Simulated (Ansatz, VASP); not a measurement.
# ZnO: VASP beside Ansatz

The input INCAR:

```
SYSTEM = ZnO
PREC = Accurate
ENCUT = 520
EDIFF = 1E-6
ISMEAR = 0
SIGMA = 0.05
LREAL = .False.
LASPH = .True.
NELM = 60
ALGO = Normal
ISIF = 2
LWAVE = .False.
LCHARG = .False.
GGA = PE
IVDW = 12
NBANDS = 26
```

KPOINTS

```
regular mesh
0
Gamma
  12 12 4
  0 0 0
```

File POSCAR:

```
ZnO
1.0
    3.3806343133      0.0000000000      0.0000000000
   -1.6903171566      2.9277151963      0.0000000000
    0.0000000000      0.0000000000      6.7448914332
Zn O
2 2
Direct
    0.0000000000      0.0000000000      0.7500000000
    0.0000000000      0.0000000000      0.2500000000
    0.3333333333      0.6666666667      0.2500000000
    0.6666666667      0.3333333333      0.7500000000
```

Input for Ansatz:

```yaml
crystal:
  lattice:
    - [3.3806343133, 0.0, 0.0]
    - [-1.6903171566, 2.9277151963, 0.0]
    - [0.0, 0.0, 6.7448914332]
  atoms:
    - { symbol: Zn, position: [0.0, 0.0, 0.75] }
    - { symbol: Zn, position: [0.0, 0.0, 0.25] }
    - { symbol: O, position: [0.3333333333, 0.6666666667, 0.25] }
    - { symbol: O, position: [0.6666666667, 0.3333333333, 0.75] }
basis:
  ecutwfc: 420
kpoints:
  mp_grid: { grid: [12, 12, 4] }
hamiltonian:
  xc: pbe
  dispersion: d3bj
scf:
  occupations: { method: gaussian, width: 0.05 }
output:
  forces: true
  stress: true
  eigenvalues: true
```

Alike in both runs: task single point; functional PBE; dispersion D3(BJ); k mesh 12 × 12 × 4; occupations gaussian, width 0.05 eV; no spin polarisation.

|  | VASP | Ansatz |
| --- | --- | --- |
| version | VASP 6.6.1 | Ansatz 0.2.0 |
| potentials or method | VASP PAW PBE potentials, release 64 (Zn, O), cutoff 520 eV | scalar-relativistic, plane waves, PAW |
| valence electrons in the cell | 36 | 36 |

Ansatz gave:

* gap on the k mesh at the Fermi level (eV): 0.69
* least direct gap on the mesh (eV): 0.69
* pressure (GPa): -8.8
* traceless stress, the component that is largest in VASP (GPa): 7.51

**Question.** What did VASP give for the same quantities?

**Answer.** gap on the k mesh at the Fermi level (eV): 0.69; least direct gap on the mesh (eV): 0.69; pressure (GPa): -8.2; traceless stress, the component that is largest in VASP (GPa): 6.82.
